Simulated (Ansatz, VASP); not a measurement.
In in VASP and in Ansatz

File INCAR:

```
SYSTEM = In
  PREC = Accurate
  ENCUT = 520
  EDIFF = 1E-7
  ISMEAR = 0
  SIGMA = 0.15
  LREAL = .False.
  LASPH = .True.
  NELM = 100
  ALGO = Fast
  ISIF = 2
  LWAVE = .False.
  LCHARG = .False.
  GGA = PE
  NBANDS = 12
```

The input KPOINTS:

```
regular mesh
0
Gamma
  20 20 20
  0 0 0
```

Contents of POSCAR:

```
In
1.0
   -1.5950913474      1.5950913474      2.5393854251
    1.5950913474     -1.5950913474      2.5393854251
    1.5950913474      1.5950913474     -2.5393854251
In
1
Direct
    0.0000000000      0.0000000000      0.0000000000
```

Input for Ansatz:

```yaml
crystal:
  lattice:
    - [-1.5950913474, 1.5950913474, 2.5393854251]
    - [1.5950913474, -1.5950913474, 2.5393854251]
    - [1.5950913474, 1.5950913474, -2.5393854251]
  atoms:
    - { symbol: In, position: [0.0, 0.0, 0.0] }
basis:
  ecutwfc: 420
kpoints:
  mp_grid: { grid: [20, 20, 20] }
hamiltonian:
  xc: pbe
scf:
  occupations: { method: gaussian, width: 0.15 }
output:
  forces: true
  stress: true
  eigenvalues: true
```

Alike in both runs: task single point; functional PBE; k mesh 20 × 20 × 20; occupations gaussian, width 0.15 eV; no spin polarisation.

|  | VASP | Ansatz |
| --- | --- | --- |
| version | VASP 6.6.1 | Ansatz 0.2.0 |
| potentials or method | VASP PAW PBE potentials, release 64 (In_d), cutoff 520 eV | scalar-relativistic, plane waves, PAW |
| valence electrons in the cell | 13 | 13 |

Ansatz gave:

| Property | Result |
| --- | --- |
| gap on the k mesh at the Fermi level (eV) | none |
| pressure (GPa) | 2.6 |
| traceless stress, the component that is largest in VASP (GPa) | -0.11 |

Task: Estimate VASP's values.

Result: gap on the k mesh at the Fermi level (eV): none; pressure (GPa): 2.6; traceless stress, the component that is largest in VASP (GPa): -0.12.

A gap of «none» marks a metal or a gap that the smearing closes. With one functional, cell and mesh, what is left measures potentials, basis and numerics.
